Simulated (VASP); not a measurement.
# SiC (Imm2) in VASP: notebook, part 2 of 2

VASP 6.6.1. The steps go on from the part before.

### Step 3. Single point, PBEsol

INCAR

```
ALGO = Normal
EDIFF = 1E-6
ENCUT = 520
GGA = PS
ISIF = 2
ISMEAR = 0
LASPH = T
LCHARG = F
LREAL = F
LWAVE = F
NBANDS = 11
NELM = 80
PREC = Accurate
SIGMA = 0.05
```

KPOINTS

```
k-points
0
Gamma
  10 10 10
```

POSCAR

```
SiC
1.0
    0.0000000000      2.1239298452      2.1239298452
    2.1239298452      0.0000000000      2.1239298452
    2.1239298452      2.1239298452      0.0000000000
Si C
1 1
Direct
    0.0035337978     -0.0035337978      0.0035337978
    0.7417370152      0.7582629848      0.7417370152
```

Potentials or basis: VASP PAW PBE potentials, release 64 (Si, C).

The run is started by

```console
> cat potpaw_PBE.64/Si/POTCAR potpaw_PBE.64/C/POTCAR > POTCAR
> mpirun -np 1 vasp_std > vasp.out
```

OUTCAR:

```text
EDIFF = 1E-6
   ENCUT = 520
   GGA = PS
   ISIF = 2
   ISMEAR = 0
   LASPH = T
   LREAL = F
   NELM = 80
   PREC = Accurate

 ion  position               nearest neighbor table
   1  0.004  0.996  0.004-   2 1.81   2 1.81   2 1.87   2 1.87
   2  0.742  0.758  0.742-   1 1.81   1 1.81   1 1.87   1 1.87

  LATTYP: Found a face centered cubic cell.
 ALAT       =     4.2478596904

  Lattice vectors:

 A1 = (   0.0000000000,   2.1239298452,   2.1239298452)
 A2 = (   2.1239298452,   0.0000000000,   2.1239298452)
 A3 = (   2.1239298452,   2.1239298452,   0.0000000000)

Analysis of symmetry for initial positions (statically):
=====================================================================
 Subroutine PRICEL returns:
 Original cell was already a primitive cell.

 Routine SETGRP: Setting up the symmetry group for a
 face centered cubic supercell.

 Subroutine GETGRP returns: Found  4 space group operations
 (whereof  4 operations were pure point group operations)
 out of a pool of 48 trial point group operations.

The static configuration has the point symmetry C_2v.

[... 164 lines left out ...]
 cond. band min:      10.0949832108   @ k =   0.5000   0.5000   0.0000
 fundamental gap:      0.9216252762
 Fermi energy:         9.4791540484

 k-point     1 :       0.0000    0.0000    0.0000
  band No.  band energies     occupation
      1      -7.1009      2.00000
      2       8.6939      2.00000
      3       8.9468      2.00000
      4       9.1734      2.00000
      5      16.0138      0.00000
      6      16.6560      0.00000
      7      16.7335      0.00000
      8      16.8277      0.00000
      9      23.8524      0.00000
     10      23.8545      0.00000
     11      26.4050      0.00000
[... 309 lines left out ...]
 k-point    24 :       0.1000    0.0000    0.4000
  band No.  band energies     occupation
      1      -4.2807      2.00000
      2       1.8234      2.00000
      3       7.3901      2.00000
      4       7.6676      2.00000
      5      14.9305      0.00000
      6      16.6536      0.00000
      7      17.4944      0.00000
      8      19.5310      0.00000
      9      22.8749      0.00000
     10      26.1028      0.00000
     11      26.1833      0.00000

 [... further k-points ...]
[... 5 lines left out ...]
  --------------------------------------------------------------------------------------
  -------------------------------------------------------------------------------------
  Total        2.4558315      2.3733569      2.4558315      0.0000000      0.0000000     -0.6534304
  in kB      205.3329504    198.4372185    205.3329504      0.0000000      0.0000000    -54.6335459
  external PRESSURE =     203.0343731 kB  Pullay stress =       0.0000000 kB

 VOLUME and BASIS-vectors are now :
 -----------------------------------------------------------------------------
  energy-cutoff  :      520.00
  volume of cell :       19.16
      direct lattice vectors                 reciprocal lattice vectors
     0.000000000  2.123929845  2.123929845    -0.235412672  0.235412672  0.235412672
     2.123929845  0.000000000  2.123929845     0.235412672 -0.235412672  0.235412672
     2.123929845  2.123929845  0.000000000     0.235412672  0.235412672 -0.235412672

 POSITION                                       TOTAL-FORCE (eV/Angst)
 -----------------------------------------------------------------------------------
      2.12393      0.01501      2.12393         0.000000     -1.137904      0.000000
      3.18589      3.15079      3.18589         0.000000      1.137904      0.000000
 -----------------------------------------------------------------------------------
    total drift:                                0.000000     -0.000266      0.000000

  FREE ENERGIE OF THE ION-ELECTRON SYSTEM (eV)
  ---------------------------------------------------
  free  energy   TOTEN  =       -15.7958070027 eV

  energy  without entropy=      -15.7958070027  energy(sigma->0) =      -15.79580700
```

stdout:

```text
POSCAR found type information on POSCAR SiC
 POSCAR found :  2 types and       2 ions
 scaLAPACK will be used
 -----------------------------------------------------------------------------
|                                                                             |
|                                                                             |
|     You enforced a specific xc type in the INCAR file but a different       |
|     I HOPE YOU KNOW WHAT YOU ARE DOING!                                     |
|                                                                             |
 -----------------------------------------------------------------------------

 LDA part: xc-table for (Slater+PW92), standard interpolation
 POSCAR, INCAR and KPOINTS ok, starting setup
 FFT: planning ... GRIDC
 FFT: planning ... GRID_SOFT
 FFT: planning ... GRID
 WAVECAR not read
 entering main loop
```

Run time: 63 s. Hardware: 1 thread of Intel Xeon 6975P-C, shared host; peak memory 0.13 GiB.

Results:

| Quantity | Value |
| --- | --- |
| Free energy | -15.7958 eV |
| Pressure | 20.3 GPa |
| Largest force | 1.138 eV/Å |
| Band gap on the k mesh | 0.92 eV, indirect (least direct gap 4.40 eV) |

Forces in eV/Å, atoms in the order of the input:
```
Si   0.000 -1.138  0.000
C    0.000  1.138  0.000
```

Caveat: the PAW data sets were made with another functional, which shifts forces and pressure a little. A k mesh can miss the band edges.

### Step 4. Single point, PBEsol

INCAR

```
  PREC = Accurate
  ENCUT = 520
  EDIFF = 1E-7
  ISMEAR = 0
  SIGMA = 0.05
  LREAL = F
  LASPH = T
  NELM = 60
  ALGO = Normal
  ISIF = 2
  LWAVE = F
  LCHARG = T
  GGA = PS
  LELF = T
  LVHAR = T
  NBANDS = 11
```

KPOINTS

```
regular mesh
0
Gamma
  10 10 10
```

POSCAR

```
SiC
1.0
    0.0000000000      2.1239298452      2.1239298452
    2.1239298452      0.0000000000      2.1239298452
    2.1239298452      2.1239298452      0.0000000000
Si C
1 1
Direct
    0.0047117304     -0.0047117304      0.0047117304
    0.7389826870      0.7610173130      0.7389826870
```

The run is started by

```console
> cat potpaw_PBE.64/Si/POTCAR potpaw_PBE.64/C/POTCAR > POTCAR
> mpirun -np 1 vasp_std > vasp.out
```

It took 78 s on 1 thread of Intel Xeon 6975P-C, shared host; peak memory 0.13 GiB.

The run converged. Its results:

- Free energy: -15.7737 eV
- Pressure: 20.6 GPa
- Largest force: 1.514 eV/Å
- Band gap on the k mesh: 0.84 eV, indirect (least direct gap 4.36 eV)

Forces on the atoms (eV/Å):
```
Si   0.000 -1.514  0.000
C    0.000  1.514  0.000
```

Stress tensor (GPa, compression positive):
```
20.99  0.00 -7.31
 0.00 19.76  0.00
-7.31  0.00 20.99
```

Levels at points of the mesh, in eV from the valence-band top:
```
           k point  band 1  band 2  band 3  band 4  band 5  band 6  band 7  band 8
(0.00, 0.00, 0.00)  -16.35   -0.64   -0.30    0.00    6.76    7.39    7.49    7.62
(0.50, 0.00, 0.00)  -12.40   -9.46   -1.50   -1.11    5.73    6.98    7.45   10.02
(0.00, 0.50, 0.00)  -12.50   -9.22   -1.66   -1.23    5.78    6.86    7.32   10.03
(0.50, 0.50, 0.00)  -10.91   -8.40   -3.65   -3.65    0.84    4.14   14.55   14.58
(0.50, 0.00, 0.50)  -10.91   -8.38   -3.84   -3.50    0.85    4.17   14.50   14.60
```

Caveat: the PAW data sets were made with another functional, which shifts forces and pressure a little. A k mesh can miss the band edges.

### Step 5. Single point, PBEsol

INCAR

```
ALGO = Normal
EDIFF = 1E-6
ENCUT = 520
GGA = PS
ISIF = 2
ISMEAR = 0
LASPH = T
LCHARG = F
LREAL = F
LWAVE = F
NBANDS = 11
NELM = 80
PREC = Accurate
SIGMA = 0.05
```

KPOINTS

```
k-points
0
Gamma
  10 10 10
```

POSCAR

```
SiC
1.0
    0.0000000000      2.1239298452      2.1239298452
    2.1239298452      0.0000000000      2.1239298452
    2.1239298452      2.1239298452      0.0000000000
Si C
1 1
Direct
    0.0023558652     -0.0023558652      0.0023558652
    0.7444913435      0.7555086565      0.7444913435
```

The run is started by

```console
> cat potpaw_PBE.64/Si/POTCAR potpaw_PBE.64/C/POTCAR > POTCAR
> mpirun -np 1 vasp_std > vasp.out
```

Run time: 63 s. Hardware: 1 thread of Intel Xeon 6975P-C, shared host; peak memory 0.13 GiB.

It converged, with:

```
Free energy            : -15.8117 eV
Pressure               : 20.1 GPa
Largest force          : 0.760 eV/Å
Band gap on the k mesh : 1.00 eV, indirect (least direct gap 4.44 eV)
```

Forces in eV/Å, atoms in the order of the input:
```
Si   0.000 -0.760  0.000
C    0.000  0.760  0.000
```

Stress tensor (GPa, compression positive):
```
20.20  0.00 -3.64
 0.00 19.89  0.00
-3.64  0.00 20.20
```

Levels at points of the mesh, in eV from the valence-band top:
```csv
k point,band 1,band 2,band 3,band 4,band 5,band 6,band 7,band 8,band 9
"(0.00, 0.00, 0.00)",-16.20,-0.32,-0.15,0.00,6.92,7.58,7.64,7.70,14.76
"(0.50, 0.00, 0.00)",-12.27,-9.25,-1.29,-1.09,5.90,7.21,7.45,10.18,16.78
"(0.00, 0.50, 0.00)",-12.32,-9.13,-1.37,-1.16,5.93,7.15,7.38,10.18,16.85
"(0.50, 0.50, 0.00)",-10.76,-8.25,-3.51,-3.51,1.00,4.31,14.70,14.71,15.58
"(0.50, 0.00, 0.50)",-10.76,-8.24,-3.60,-3.43,1.00,4.32,14.68,14.73,15.58
```

Caveat: the PAW data sets were made with another functional, which shifts forces and pressure a little.

### Step 6. Single point, PBEsol

This run uses another cell than the first one, of 9.83 Å³/atom, 1.026 times its volume.

INCAR

```
SYSTEM = SiC
ALGO = Normal ; EDIFF = 1E-6
ENCUT = 520 ; GGA = PS
ISIF = 2 ; ISMEAR = 0
LASPH = .True. ; LCHARG = .True.
LELF = .True. ; LREAL = .False.
LVHAR = .True. ; LWAVE = .False.
NBANDS = 11 ; NELM = 80
PREC = Accurate ; SIGMA = 0.05
```

KPOINTS

```
k-points
0
Gamma
  10 10 10
  0 0 0
```

POSCAR

```
SiC
1.0
    0.0000000000      2.1420104787      2.1420104787
    2.1420104787      0.0000000000      2.1420104787
    2.1420104787      2.1420104787      0.0000000000
Si C
1 1
Direct
    0.0035337978     -0.0035337978      0.0035337978
    0.7417370152      0.7582629848      0.7417370152
```

Potentials or basis: VASP PAW PBE potentials, release 64 (Si, C).

The run is started by

```console
> cat potpaw_PBE.64/Si/POTCAR potpaw_PBE.64/C/POTCAR > POTCAR
> mpirun -np 1 vasp_std > vasp.out
```

Wall time 61 s (1 thread of Intel Xeon 6975P-C, shared host); peak memory 0.13 GiB.

It converged, with:

| Property | Result |
| --- | --- |
| Free energy | -15.8472 eV |
| Pressure | 13.1 GPa |
| Largest force | 1.084 eV/Å |
| Band gap on the k mesh | 0.95 eV, indirect (least direct gap 4.37 eV) |

Forces on the atoms (eV/Å):
```
Si   0.000 -1.084  0.000
C    0.000  1.084  0.000
```

Stress tensor (GPa, compression positive):
```
13.33  0.00 -4.73
 0.00 12.71  0.00
-4.73  0.00 13.33
```

Levels at points of the mesh, in eV from the valence-band top:
```csv
k point,band 2,band 3,band 4,band 5,band 6,band 7
"(0.00, 0.00, 0.00)",-0.48,-0.23,0.00,6.54,7.29,7.37
"(0.50, 0.00, 0.00)",-9.22,-1.40,-1.10,5.58,6.98,7.35
"(0.00, 0.50, 0.00)",-9.03,-1.51,-1.19,5.62,6.89,7.25
"(0.50, 0.50, 0.00)",-8.24,-3.54,-3.53,0.95,4.13,14.32
"(0.50, 0.00, 0.50)",-8.23,-3.67,-3.42,0.95,4.15,14.29
```

Caveat: the PAW data sets were made with another functional, which shifts forces and pressure a little. A k mesh can miss the band edges.
